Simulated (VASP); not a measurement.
The system is SmNbS3.

```xyz
5
Lattice="4.9484 0.0000 0.0000 0.0000 4.9484 0.0000 0.0000 0.0000 4.9484" Properties=species:S:1:pos:R:3 pbc="T T T"
Sm    2.4742    2.4742    2.4742
Nb    0.0000    0.0000    0.0000
S     0.0000    2.4742    2.4742
S     2.4742    0.0000    2.4742
S     2.4742    2.4742    0.0000
```

The cell was built from a structure type or drawn by symmetry, and may not be a known phase.

| Property | Result |
| --- | --- |
| Program | VASP 6.6.1 |
| Task | relaxation of cell and atoms |
| Functional | PBE |
| Potentials or basis | VASP PAW PBE potentials, release 64 (Sm_3, Nb_sv, S), 4f in core |
| Cutoff | 500 eV |
| k mesh | 4 × 4 × 4 |
| Occupations | gaussian, width 0.1 eV |
| Spin | collinear spin |
| Starting moments | [0.01, 3.07, -0.33, -0.33, -0.33] μB |

At the start: pressure 12.1 GPa; volume 24.23 Å³/atom.

Problem. Where does the relaxation end?

Solution. Over 3 steps the energy falls by 153.6 meV/atom and the volume is 28.86 Å³/atom (+19.1 %); space group Pm-3m (No. 221, to 0.1 Å) before and after; moment 2.00 μB per cell.

The path:
```
step  energy change (eV)  largest force (eV/Å)  pressure (GPa)  volume (Å³)
   1              0.0000                0.0000           12.13       121.17
   2             -0.6345                0.0000           -3.34       156.27
   3             -0.7679                0.0000            0.01       144.32
```

Final structure:
```xyz
5
Lattice="5.2454 0.0000 0.0000 0.0000 5.2454 0.0000 0.0000 0.0000 5.2454" Properties=species:S:1:pos:R:3 pbc="T T T"
Sm    2.6227    2.6227    2.6227
Nb    0.0000    0.0000    0.0000
S     0.0000    2.6227    2.6227
S     2.6227    0.0000    2.6227
S     2.6227    2.6227    0.0000
```

Caveat: the magnetic or orbital state may not be the lowest; the volume moved by over 15 % at a fixed basis, so the end points are rough.
